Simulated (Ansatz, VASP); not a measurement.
LiF in VASP and in Ansatz

Contents of INCAR:

```
SYSTEM = LiF
ALGO = Normal
EDIFF = 1E-6
ENCUT = 520
GGA = PE
ISIF = 2
ISMEAR = -1
LASPH = .TRUE.
LCHARG = .TRUE.
LELF = .TRUE.
LREAL = .FALSE.
LVHAR = .TRUE.
LWAVE = .FALSE.
NBANDS = 12
NELM = 100
PREC = Accurate
SIGMA = 0.02
```

KPOINTS

```
k-points
0
G
  10 10 10
  0 0 0
```

File POSCAR:

```
LiF
1.0
    0.0000000000      1.9948717404      1.9948717404
    1.9948717404      0.0000000000      1.9948717404
    1.9948717404      1.9948717404      0.0000000000
Li F
1 1
Direct
    0.0000000000      0.0000000000      0.0000000000
    0.5000000000      0.5000000000      0.5000000000
```

Input for Ansatz:

```yaml
crystal:
  lattice:
    - [0.0, 1.9948717404, 1.9948717404]
    - [1.9948717404, 0.0, 1.9948717404]
    - [1.9948717404, 1.9948717404, 0.0]
  atoms:
    - { symbol: Li, position: [0.0, 0.0, 0.0] }
    - { symbol: F, position: [0.5, 0.5, 0.5] }
kpoints:
  mp_grid: { grid: [10, 10, 10] }
  band_path:
    path:
      - [0.0, 0.0, 0.0]
      - [0.5, 0.0, 0.5]
      - [0.625, 0.25, 0.625]
      - [0.375, 0.375, 0.75]
      - [0.5, 0.5, 0.5]
      - [0.5, 0.25, 0.75]
      - [-0.0625, 0.0, 0.0625]
    npoints: 1
hamiltonian:
  xc: pbe
scf:
  occupations: { method: fermi_dirac, width: 0.02 }
  n_extra_bands: 4
output:
  forces: true
  stress: true
  eigenvalues: true
```

Alike in both runs: task single point; functional PBE; k mesh 10 × 10 × 10; occupations fermi-dirac, width 0.02 eV; no spin polarisation.

```csv
,VASP,Ansatz
version,VASP 6.6.1,Ansatz 0.2.0
potentials or method,"VASP PAW PBE potentials, release 64 (Li_sv, F)","plane waves, PAW"
plane-wave cutoff (eV),520,420
valence electrons in the cell,10,10
```

|  | VASP | Ansatz | Ansatz less VASP |
| --- | --- | --- | --- |
| gap on the k mesh at the Fermi level (eV) | 9.35 | 9.35 | -0.004 |

With one functional, cell and mesh, what is left measures potentials, basis and numerics.

Noted on VASP's run: the cutoff is short for stress, so the pressure is rough.
